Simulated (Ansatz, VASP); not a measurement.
One calculation of SiC, two programs

```
CELL_PARAMETERS angstrom
3.17231 0.00000 0.00000
-1.58616 2.74730 0.00000
0.00000 0.00000 15.56597
ATOMIC_POSITIONS crystal
Si 0.00000 0.00000 0.12504
Si 0.00000 0.00000 0.62504
Si 0.33333 0.66667 0.29186
Si 0.66667 0.33333 0.79177
Si 0.33333 0.66667 0.95835
Si 0.66667 0.33333 0.45827
C 0.00000 0.00000 0.99774
C 0.00000 0.00000 0.50164
C 0.33333 0.66667 0.16865
C 0.66667 0.33333 0.66501
C 0.33333 0.66667 0.83519
C 0.66667 0.33333 0.33144
```

Change from the starting cell: mode 32 frozen in at -0.030 Å, equal normal strain along x, y and z +0.0250.

Alike in both runs: task single point; functional PBE; k mesh 12 × 12 × 2; occupations gaussian, width 0.05 eV; no spin polarisation.

|  | VASP | Ansatz |
| --- | --- | --- |
| version | VASP 6.6.1 | Ansatz 0.2.0 |
| potentials or method | VASP PAW PBE potentials, release 64 (Si, C), cutoff 520 eV | scalar-relativistic, plane waves, PAW |
| valence electrons in the cell | 48 | 48 |

```tsv
	VASP	Ansatz	Ansatz less VASP
gap on the k mesh at the Fermi level (eV)	2.03	2.03	+0.002
least direct gap on the mesh (eV)	3.11	3.11	+0.003
pressure (GPa)	-13.5	-13.5	-0.01
traceless stress, the component that is largest in VASP (GPa)	0.20	0.20	-0.002
rms of the force components (eV/Å)	0.297	0.297	-0.0001
```

Atom by atom the forces differ by 0.001 eV/Å (rms over components).
